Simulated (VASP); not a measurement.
# Fe (Fm-3m) in VASP: a series of runs

The runs below take Fe through single point, with PBEsol.

Everything below comes from runs of VASP 6.6.1. Logs are shortened: lines on timing, memory, paths and dates and some standing lists are left out, and cuts for length are marked.

## Step 1: The cell of the first run

It takes space group Fm-3m (No. 225, cubic). Conventional cell: a = 3.263 Å, b = 3.263 Å, c = 3.263 Å, α = 90.00°, β = 90.00°, γ = 90.00°. Fe (site symmetry m-3m) has 12 Fe at 2.31 Å within 3.0 Å.

## Step 2: Single point, PBEsol, collinear spin, ferromagnetic start (volume scaled by 0.88)

INCAR reads:

```
SYSTEM = Fe
  ALGO = Normal
  EDIFF = 1E-6
  ENCUT = 520
  GGA = PS
  ISIF = 2
  ISMEAR = -1
  ISPIN = 2
  LASPH = .TRUE.
  LCHARG = .FALSE.
  LMAXMIX = 4
  LORBIT = 11
  LREAL = .FALSE.
  LWAVE = .FALSE.
  MAGMOM = 2.5
  NBANDS = 14
  NELM = 150
  PREC = Accurate
  SIGMA = 0.05
```

KPOINTS reads:

```
k-points
0
G
  18 18 18
  0 0 0
```

POSCAR reads:

```
Fe
1.0
    0.0000000000      1.6314768638      1.6314768638
    1.6314768638      0.0000000000      1.6314768638
    1.6314768638      1.6314768638      0.0000000000
Fe
1
Direct
    0.0000000000      0.0000000000      0.0000000000
```

Potentials or basis: VASP PAW PBE potentials, release 64 (Fe).

Run with:

```sh
> cat potpaw_PBE.64/Fe/POTCAR > POTCAR
> mpirun -np 1 vasp_std > vasp.out
```

OUTCAR:

```text
SYSTEM = Fe
   EDIFF = 1E-6
   ENCUT = 520
   GGA = PS
   ISIF = 2
   ISMEAR = -1
   ISPIN = 2
   LASPH = .TRUE.
   LORBIT = 11
   LREAL = .FALSE.
   NELM = 150
   PREC = Accurate

 ion  position               nearest neighbor table
   1  0.000  0.000  0.000-

  LATTYP: Found a face centered cubic cell.
 ALAT       =     3.2629537276

  Lattice vectors:

 A1 = (   0.0000000000,   1.6314768638,   1.6314768638)
 A2 = (   1.6314768638,   0.0000000000,   1.6314768638)
 A3 = (   1.6314768638,   1.6314768638,   0.0000000000)

Analysis of symmetry for initial positions (statically):
=====================================================================
 Subroutine PRICEL returns:
 Original cell was already a primitive cell.

 Routine SETGRP: Setting up the symmetry group for a
 face centered cubic supercell.

 Subroutine GETGRP returns: Found 48 space group operations
 (whereof 48 operations were pure point group operations)
 out of a pool of 48 trial point group operations.

The static configuration has the point symmetry O_h .

Analysis of symmetry for dynamics (positions and initial velocities):
=====================================================================
 Subroutine PRICEL returns:
 Original cell was already a primitive cell.

 Routine SETGRP: Setting up the symmetry group for a
 face centered cubic supercell.

 Subroutine GETGRP returns: Found 48 space group operations
 (whereof 48 operations were pure point group operations)
 out of a pool of 48 trial point group operations.

The dynamic configuration has the point symmetry O_h .

Analysis of structural, dynamic, and magnetic symmetry:
=====================================================================
 Subroutine PRICEL returns:
 Original cell was already a primitive cell.

 Routine SETGRP: Setting up the symmetry group for a
 face centered cubic supercell.

 Subroutine GETGRP returns: Found 48 space group operations
 (whereof 48 operations were pure point group operations)
 out of a pool of 48 trial point group operations.

The overall configuration has the point symmetry O_h .

 Subroutine INISYM returns: Found 48 space group operations
 (whereof 48 operations are pure point group operations),
 and found     1 'primitive' translations

----------------------------------------------------------------------------------------

                                     Primitive cell

  volume of cell :       8.6851

  direct lattice vectors                    reciprocal lattice vectors
     0.000000000  1.631476864  1.631476864    -0.306470788  0.306470788  0.306470788
     1.631476864  0.000000000  1.631476864     0.306470788 -0.306470788  0.306470788
     1.631476864  1.631476864  0.000000000     0.306470788  0.306470788 -0.306470788

  length of vectors
     2.307256707  2.307256707  2.307256707     0.530822976  0.530822976  0.530822976

  position of ions in fractional coordinates (direct lattice)
     0.000000000  0.000000000  0.000000000

  ion indices of the primitive-cell ions
   primitive index   ion index
                 1           1

----------------------------------------------------------------------------------------

 KPOINTS: k-points

Automatic generation of k-mesh.
 Grid dimensions read from file:
 generate k-points for:   18   18   18

 Generating k-lattice:

  Cartesian coordinates                     Fractional coordinates (reciprocal lattice)
    -0.017026155  0.017026155  0.017026155     0.055555556  0.000000000  0.000000000
     0.017026155 -0.017026155  0.017026155     0.000000000  0.055555556  0.000000000
     0.017026155  0.017026155 -0.017026155     0.000000000  0.000000000  0.055555556

  Length of vectors
     0.029490165  0.029490165  0.029490165

  Shift w.r.t. Gamma in fractional coordinates (k-lattice)
     0.000000000  0.000000000  0.000000000

 Subroutine IBZKPT returns following result:
 ===========================================

 Found    195 irreducible k-points:

 Following reciprocal coordinates:
            Coordinates               Weight
  0.000000  0.000000  0.000000      1.000000
  0.055556  0.000000  0.000000      8.000000
  0.111111  0.000000  0.000000      8.000000
  0.166667  0.000000  0.000000      8.000000
  0.222222  0.000000  0.000000      8.000000
  0.277778  0.000000  0.000000      8.000000
[... 16 lines left out ...]
 -0.277778  0.055556  0.000000     24.000000
 -0.222222  0.055556  0.000000     24.000000
 [... further k-points ...]
   k-points           NKPTS =    195   k-points in BZ     NKDIM =    195   number of bands    NBANDS=     14
   number of dos      NEDOS =    301   number of ions     NIONS =      1
   total plane-waves  NPLWV =   5832
   dimension x,y,z NGX =    18 NGY =   18 NGZ =   18
   dimension x,y,z NGXF=    36 NGYF=   36 NGZF=   36
   ions per type =               1
   NGX,Y,Z   is equivalent  to a cutoff of  12.97, 12.97, 12.97 a.u.
   NGXF,Y,Z  is equivalent  to a cutoff of  25.94, 25.94, 25.94 a.u.
 SYSTEM =  Fe
   PREC   = accura    normal or accurate (medium, high low for compatibility)
   ISTART =      0    job   : 0-new  1-cont  2-samecut
   ICHARG =      2    charge: 1-file 2-atom 10-const
   ISPIN  =      2    spin polarized calculation?
   LNONCOLLINEAR =      F non collinear calculations
   LSORBIT =      F    spin-orbit coupling
   LASPH  =      T    aspherical Exc in radial PAW
   ENCUT  =  520.0 eV  38.22 Ry    6.18 a.u.   4.29  4.29  4.29*2*pi/ulx,y,z
   NELM   =    150;   NELMIN=  2; NELMDL= -5     # of ELM steps
   EDIFF  = 0.1E-05   stopping-criterion for ELM
   LREAL  =      F    real-space projection
   EDIFFG = 0.1E-04   stopping-criterion for IOM
   NSW    =      0    number of steps for IOM
   IBRION =     -1    ionic relax: 0-MD 1-quasi-New 2-CG
   NFREE  =      0    steps in history (QN), initial steepest desc. (CG)
   ISIF   =      2    stress and relaxation
   ISYM   =      2    0-nonsym 1-usesym 2-fastsym
   POTIM  = 0.5000    time-step for ionic-motion
   TEBEG  =    0.0;   TEEND  =   0.0 temperature during run
   PSTRESS=    0.0 pullay stress
   NELECT =       8.0000    total number of electrons
   NUPDOWN=      -1.0000    fix difference up-down
   EMIN   =  10.00;   EMAX   =-10.00  energy-range for DOS
   EFERMI =   0.00;   METHOD = LEGACY
   ISMEAR =    -1;   SIGMA  =   0.05  broadening in eV -4-tet -1-fermi 0-gaus
   EFERMI_NEDOS =   21; number of points for ismear=-14 and -15
   IALGO  =     38    algorithm
   IMIX   =      4    mixing-type and parameters
     AMIX     =   0.40;   BMIX     =  1.00
     AMIX_MAG =   1.60;   BMIX_MAG =  1.00
  volume/ion in A,a.u.               =       8.69        58.61
  Fermi-wavevector in a.u.,A,eV,Ry     =   1.592871  3.010090 34.521214  2.537238
  Thomas-Fermi vector in A             =   2.691189
   LORBIT       =     11    0 simple, 1 ext, 2 COOP (PROOUT), +10 PAW based schemes
   GGA     = PS    functional components
   LHFCALC =     F    Hartree Fock is set to
   AEXX    =    0.0000 exact exchange contribution
   IVDW    =     0    specifies the selected vdW correction
   LEPSILON=     F    determine dielectric tensor
   LRPA    =     F    only Hartree local field effects (RPA)
 spin polarized calculation
  energy-cutoff  :      520.00
  volume of cell :        8.69
 maximum number of plane-waves:       259
 NGX is ok and might be reduce to    18
   NGX =  9   NGY =  9   NGZ =  9

 number of electron       8.0000006 magnetization       0.0158574

 Free energy of the ion-electron system (eV)
  ---------------------------------------------------
  ext. energy  EPLUGINS =         0.00000000
  ---------------------------------------------------
  free energy    TOTEN  =        -8.68335420 eV

  energy without entropy =       -8.67176528  energy(sigma->0) =       -8.67755974

 E-fermi :   8.6201     XC(G=0): -14.9131

 val. band max:        8.6182248443   @ k =   0.3333   0.2778   0.0000
 cond. band min:       8.6252748428   @ k =  -0.1111   0.0556   0.0000
 fundamental gap:      0.0070499985
 Fermi energy:         8.6201450304

 spin component 1

 k-point     1 :       0.0000    0.0000    0.0000
  band No.  band energies     occupation
      1      -1.1850      1.00000
      2       6.5568      1.00000
      3       6.5568      1.00000
      4       6.5568      1.00000
      5       8.5510      0.79941
      6       8.5510      0.79941
      7      33.3286      0.00000
      8      40.0276      0.00000
      9      40.0276      0.00000
     10      40.0276      0.00000
     11      44.7278      0.00000
     12      44.7278      0.00000
     13      44.7278      0.00000
     14      45.4501      0.00000
[... 375 lines left out ...]
 k-point    24 :      -0.2222    0.0556    0.0000
  band No.  band energies     occupation
      1       1.3622      1.00000
      2       5.8391      1.00000
      3       6.8919      1.00000
      4       6.9885      1.00000
      5       8.3746      0.99269
      6       8.9872      0.00065
      7      27.6635      0.00000
      8      33.4218      0.00000
      9      38.1495      0.00000
     10      41.0529      0.00000
     11      43.0088      0.00000
     12      43.7496      0.00000
     13      47.9898      0.00000
     14      51.4103      0.00000

 [... further k-points ...]

 spin component 2

 k-point     1 :       0.0000    0.0000    0.0000
  band No.  band energies     occupation
      1      -1.1821      1.00000
      2       6.5668      1.00000
      3       6.5668      1.00000
      4       6.5668      1.00000
      5       8.5732      0.71892
      6       8.5732      0.71892
      7      33.3274      0.00000
      8      40.0322      0.00000
      9      40.0322      0.00000
     10      40.0322      0.00000
     11      44.7324      0.00000
     12      44.7324      0.00000
     13      44.7324      0.00000
     14      45.4473      0.00000
[... 375 lines left out ...]
 k-point    24 :      -0.2222    0.0556    0.0000
  band No.  band energies     occupation
      1       1.3656      1.00000
      2       5.8476      1.00000
      3       6.9051      1.00000
      4       7.0017      1.00000
      5       8.3932      0.98944
      6       9.0060      0.00044
      7      27.6686      0.00000
      8      33.4230      0.00000
      9      38.1542      0.00000
     10      41.0587      0.00000
     11      43.0113      0.00000
     12      43.7544      0.00000
     13      47.9925      0.00000
     14      51.4194      0.00000

 [... further k-points ...]
[... 5 lines left out ...]
  --------------------------------------------------------------------------------------
  -------------------------------------------------------------------------------------
  Total        2.9278184      2.9278184      2.9278184     -0.0000000      0.0000000      0.0000000
  in kB      540.1096778    540.1096778    540.1096778     -0.0000000      0.0000000      0.0000000
  external PRESSURE =     540.1096778 kB  Pullay stress =       0.0000000 kB

 VOLUME and BASIS-vectors are now :
 -----------------------------------------------------------------------------
  energy-cutoff  :      520.00
  volume of cell :        8.69
      direct lattice vectors                 reciprocal lattice vectors
     0.000000000  1.631476864  1.631476864    -0.306470788  0.306470788  0.306470788
     1.631476864  0.000000000  1.631476864     0.306470788 -0.306470788  0.306470788
     1.631476864  1.631476864  0.000000000     0.306470788  0.306470788 -0.306470788

 POSITION                                       TOTAL-FORCE (eV/Angst)
 -----------------------------------------------------------------------------------
      0.00000      0.00000      0.00000         0.000000     -0.000000      0.000000
 -----------------------------------------------------------------------------------
    total drift:                                0.000000     -0.000000     -0.000000

  FREE ENERGIE OF THE ION-ELECTRON SYSTEM (eV)
  ---------------------------------------------------
  free  energy   TOTEN  =        -8.6833542024 eV

  energy  without entropy=       -8.6717652820  energy(sigma->0) =       -8.67755974

 total charge

# of ion       s       p       d       tot
------------------------------------------
    1        0.632   0.821   6.536   7.989

 magnetization (x)

# of ion       s       p       d       tot
------------------------------------------
    1       -0.000  -0.000   0.012   0.012
```

Run time: 42 s. Hardware: 1 thread of Intel Xeon 6975P-C (Granite Rapids), shared host; peak memory 0.15 GiB.

What came out:

```
Free energy                                           : -8.6834 eV
Pressure                                              : 54.0 GPa
Band gap on the k mesh                                : zero (filled and empty bands overlap)
Net moment                                            : 0.02 μB per cell
Valence electrons inside the program's atomic spheres : Fe 7.99
```

Caveat: the starting moments collapsed, and a magnetic state may lie lower; the PAW data sets were made with another functional, which shifts forces and pressure a little.

## Step 3: Single point, PBEsol, collinear spin, ferromagnetic start (volume scaled by 0.92)

INCAR reads:

```
SYSTEM = Fe
  PREC = Accurate
  ENCUT = 520
  EDIFF = 1E-6
  ISMEAR = -1
  SIGMA = 0.05
  LREAL = .FALSE.
  LASPH = .TRUE.
  NELM = 150
  ALGO = Normal
  ISIF = 2
  LWAVE = .FALSE.
  LCHARG = .TRUE.
  ISPIN = 2
  MAGMOM = 2.5
  LORBIT = 11
  LMAXMIX = 4
  GGA = PS
  LELF = .TRUE.
  LVHAR = .TRUE.
  NBANDS = 14
```

KPOINTS reads:

```
regular mesh
0
G
  18 18 18
  0 0 0
```

POSCAR reads:

```
Fe
1.0
    0.0000000000      1.6558308552      1.6558308552
    1.6558308552      0.0000000000      1.6558308552
    1.6558308552      1.6558308552      0.0000000000
Fe
1
Direct
    0.0000000000      0.0000000000      0.0000000000
```

Potentials or basis: VASP PAW PBE potentials, release 64 (Fe).

Run with:

```sh
> cat potpaw_PBE.64/Fe/POTCAR > POTCAR
> mpirun -np 1 vasp_std > vasp.out
```

Run time: 51 s. Hardware: 1 thread of Intel Xeon 6975P-C (Granite Rapids), shared host; peak memory 0.15 GiB.

Results (log left out):

* Free energy: -8.7878 eV
* Pressure: 31.6 GPa
* Band gap on the k mesh: zero (filled and empty bands overlap)
* Net moment: 0.00 μB per cell
* Valence electrons inside the program's atomic spheres: Fe 7.84

Levels at points of the mesh, in eV from the Fermi level:
Spin up:
```csv
k point,band 1,band 2,band 3,band 4,band 5,band 6,band 7,band 8
"(0.00, 0.00, 0.00)",-9.55,-1.93,-1.93,-1.93,-0.06,-0.06,24.34,30.70
"(0.50, 0.00, 0.00)",-5.58,-2.05,-2.05,0.21,1.22,1.22,9.62,22.84
"(0.50, 0.50, 0.00)",-5.83,-4.98,1.19,1.55,1.55,3.63,13.17,17.61
```
Spin down:
| k point | band 1 | band 2 | band 3 | band 4 | band 5 | band 6 | band 7 | band 8 | band 9 |
| --- | --- | --- | --- | --- | --- | --- | --- | --- | --- |
| (0.00, 0.00, 0.00) | -9.55 | -1.93 | -1.93 | -1.93 | -0.06 | -0.06 | 24.34 | 30.70 | 30.70 |
| (0.50, 0.00, 0.00) | -5.58 | -2.05 | -2.05 | 0.21 | 1.22 | 1.22 | 9.62 | 22.84 | 29.32 |
| (0.50, 0.50, 0.00) | -5.83 | -4.98 | 1.19 | 1.55 | 1.55 | 3.63 | 13.17 | 17.61 | 17.61 |

Caveat: the starting moments collapsed, and a magnetic state may lie lower; the PAW data sets were made with another functional, which shifts forces and pressure a little.

## Step 4: Single point, PBEsol, collinear spin, ferromagnetic start (volume scaled by 0.96)

INCAR reads:

```
SYSTEM = Fe
  PREC = Accurate
  ENCUT = 520
  EDIFF = 1E-6
  ISMEAR = -1
  SIGMA = 0.05
  LREAL = .False.
  LASPH = .True.
  NELM = 150
  ALGO = Normal
  ISIF = 2
  LWAVE = .False.
  LCHARG = .False.
  ISPIN = 2
  MAGMOM = 2.5
  LORBIT = 11
  LMAXMIX = 4
  GGA = PS
  NBANDS = 14
```

KPOINTS reads:

```
Automatic mesh
0
Gamma
  18 18 18
  0 0 0
```

POSCAR reads:

```
Fe
1.0
    0.0000000000      1.6794887781      1.6794887781
    1.6794887781      0.0000000000      1.6794887781
    1.6794887781      1.6794887781      0.0000000000
Fe
1
Direct
    0.0000000000      0.0000000000      0.0000000000
```

Run with:

```sh
> cat potpaw_PBE.64/Fe/POTCAR > POTCAR
> mpirun -np 1 vasp_std > vasp.out
```

Run time: 61 s. Hardware: 1 thread of Intel Xeon 6975P-C (Granite Rapids), shared host; peak memory 0.15 GiB.

It converged, with:

```
Free energy                                           : -8.8430 eV
Pressure                                              : 13.8 GPa
Band gap on the k mesh                                : zero (filled and empty bands overlap)
Net moment                                            : 0.00 μB per cell
Valence electrons inside the program's atomic spheres : Fe 7.71
```

Levels at points of the mesh, in eV from the Fermi level:
Spin up:
```
           k point  band 1  band 2  band 3  band 4  band 5  band 6  band 7  band 8  band 9
(0.00, 0.00, 0.00)   -9.30   -1.81   -1.81   -1.81   -0.06   -0.06   23.99   30.02   30.02
(0.50, 0.00, 0.00)   -5.31   -1.92   -1.92    0.19    1.14    1.14    9.14   22.51   28.47
(0.50, 0.50, 0.00)   -5.50   -4.69    1.11    1.45    1.45    3.48   12.65   17.10   17.10
```
Spin down:
| k point | band 1 | band 2 | band 3 | band 4 | band 5 | band 6 | band 7 | band 8 |
| --- | --- | --- | --- | --- | --- | --- | --- | --- |
| (0.00, 0.00, 0.00) | -9.30 | -1.81 | -1.81 | -1.81 | -0.06 | -0.06 | 23.99 | 30.02 |
| (0.50, 0.00, 0.00) | -5.31 | -1.92 | -1.92 | 0.19 | 1.14 | 1.14 | 9.14 | 22.51 |
| (0.50, 0.50, 0.00) | -5.50 | -4.69 | 1.11 | 1.45 | 1.45 | 3.48 | 12.65 | 17.10 |

Caveat: the starting moments collapsed, and a magnetic state may lie lower; the PAW data sets were made with another functional, which shifts forces and pressure a little.
